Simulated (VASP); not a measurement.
AlGa2P3, 6 atoms in the cell. Symmetry: Cmmm, No. 65, orthorhombic system. Conventional cell: a = 4.642 Å, b = 10.323 Å, c = 4.786 Å, α = 90.00°, β = 90.00°, γ = 90.00°. Al (site symmetry mmm) has 8 P at 2.58 to 3.33 Å within 3.4 Å. Within 3.1 Å of Ga (site symmetry 2/m) lie 2 Ga at 2.32 Å and 6 P at 2.83 to 3.03 Å. Within 3.1 Å of P (site symmetry m2m) lie 3 P at 2.26 to 2.65 Å and 2 Al at 2.58 Å and 4 Ga at 3.03 Å. P (site symmetry mmm) has 4 P at 2.65 Å and 4 Ga at 2.83 Å and 4 Al at 3.33 Å within 3.5 Å. 

- Program: VASP 6.6.1
- Task: single point
- Functional: r2SCAN
- Dispersion: rVV10
- Potentials or basis: VASP PAW PBE potentials, release 64 (Al, Ga_d, P)
- Cutoff: 520 eV
- k mesh: 6 × 6 × 6
- Occupations: fermi-dirac, width 0.03 eV
- Spin: no spin polarisation
- Dipole correction: no
- Further INCAR settings: ALGO = Normal; EDIFF = 1e-06; NBANDS = 31

Potentials or basis: VASP PAW PBE potentials, release 64 (Al, Ga_d, P).

Run with:

```console
$ cat potpaw_PBE.64/Al/POTCAR potpaw_PBE.64/Ga_d/POTCAR potpaw_PBE.64/P/POTCAR > POTCAR
$ cp INCAR.step1 INCAR
$ mpirun -np 1 vasp_std > vasp.out
$ cp INCAR.step2 INCAR
$ mpirun -np 1 vasp_std > vasp.out
```

Hardware: 1 thread of Intel Xeon 8259CL (shared host).

**Question.** How long does it take, and how much memory?

**Answer.** Wall time 31 min on 1 thread of Intel Xeon 8259CL, on a shared host, peak memory 0.6 GiB. Counts: k points 52.
